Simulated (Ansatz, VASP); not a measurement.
## Two plane-wave programs on Ta

```
Ta
1.0
    -1.64024    1.64024    1.64024
     1.64024   -1.64024    1.64024
     1.64024    1.64024   -1.64024
Ta
1
Direct
  0.00000 0.00000 0.00000
```

Alike in both runs: functional PBEsol; k mesh 18 × 18 × 18; occupations gaussian, width 0.1 eV; no spin polarisation.

Ansatz relaxed the structure, and its values are those at the end. VASP's run is a single point on that final structure, the one shown.

|  | VASP | Ansatz |
| --- | --- | --- |
| version | VASP 6.6.1 | Ansatz 0.2.0 |
| potentials or method | VASP PAW PBE potentials, release 64 (Ta_pv), cutoff 520 eV | scalar-relativistic, plane waves, PAW |
| valence electrons in the cell | 11 | 13 |

Ansatz gave:

* gap on the k mesh at the Fermi level (eV): none
* pressure (GPa): 0.0

Q: What did VASP give for the same quantities?

A: gap on the k mesh at the Fermi level (eV): none; pressure (GPa): 0.2.

VASP's potentials were made for PBE, not for PBEsol. A gap of «none» marks a metal or a gap that the smearing closes. With one functional, cell and mesh, what is left measures potentials, basis and numerics. VASP's potentials hold 11 valence electrons a cell and Ansatz's 13, so a difference there can come from the potentials and not from the codes.

Neither program's run includes spin-orbit coupling.
